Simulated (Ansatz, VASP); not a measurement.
## TiO2 in VASP and in Ansatz

POSCAR

```
TiO2
1.0
    0.0000000000      2.3968272579      2.3968272579
    2.3968272579      0.0000000000      2.3968272579
    2.3968272579      2.3968272579      0.0000000000
Ti O
1 2
Direct
    0.0000000000      0.0000000000      0.0000000000
    0.2500000000      0.2500000000      0.2500000000
    0.7500000000      0.7500000000      0.7500000000
```

Contents of INCAR.step1:

```
PREC = Accurate
ENCUT = 520
ISMEAR = 0
SIGMA = 0.01
LREAL = False
LASPH = True
NELM = 100
NBANDS = 19
GGA = PE
ALGO = Normal
EDIFF = 1E-4
LWAVE = True
LCHARG = False
```

Contents of INCAR.step2:

```
PREC = Accurate
ENCUT = 520
EDIFF = 1E-7
ISMEAR = 0
SIGMA = 0.01
LREAL = False
LASPH = True
NELM = 100
ALGO = Normal
ISIF = 2
LWAVE = False
LCHARG = True
METAGGA = R2SCAN
LMIXTAU = True
LELF = True
LVHAR = True
NBANDS = 19
ISTART = 1
```

The input KPOINTS:

```
Automatic mesh
0
Gamma
  10 10 10
```

Input for Ansatz:

```yaml
crystal:
  lattice:
    - [0.0, 2.3968272579, 2.3968272579]
    - [2.3968272579, 0.0, 2.3968272579]
    - [2.3968272579, 2.3968272579, 0.0]
  atoms:
    - { symbol: Ti, position: [0.0, 0.0, 0.0] }
    - { symbol: O, position: [0.25, 0.25, 0.25] }
    - { symbol: O, position: [0.75, 0.75, 0.75] }
kpoints:
  mp_grid: { grid: [10, 10, 10] }
  band_path:
    path:
      - [0.0, 0.0, 0.0]
      - [0.5, 0.0, 0.5]
      - [0.625, 0.25, 0.625]
      - [0.375, 0.375, 0.75]
      - [0.5, 0.5, 0.5]
      - [0.5, 0.25, 0.75]
      - [0.0, 0.5, 0.5]
    npoints: 1
hamiltonian:
  xc: r2scan
scf:
  occupations: { method: fixed }
  n_extra_bands: 4
output:
  forces: true
  stress: true
  eigenvalues: true
```

Alike in both runs: task single point; functional r2SCAN; k mesh 10 × 10 × 10; no spin polarisation.

|  | VASP | Ansatz |
| --- | --- | --- |
| version | VASP 6.6.1 | Ansatz 0.2.0 |
| potentials or method | VASP PAW PBE potentials, release 64 (Ti_sv, O) | plane waves, PAW |
| plane-wave cutoff (eV) | 520 | 500 |
| occupations | gaussian, width 0.01 eV | fixed |
| valence electrons in the cell | 24 | 24 |

```csv
,VASP,Ansatz,Ansatz less VASP
gap on the k mesh at the Fermi level (eV),1.55,1.51,-0.037
pressure (GPa),1.5,0.0,-1.53
```

VASP's potentials were made for PBE, not for r2SCAN.
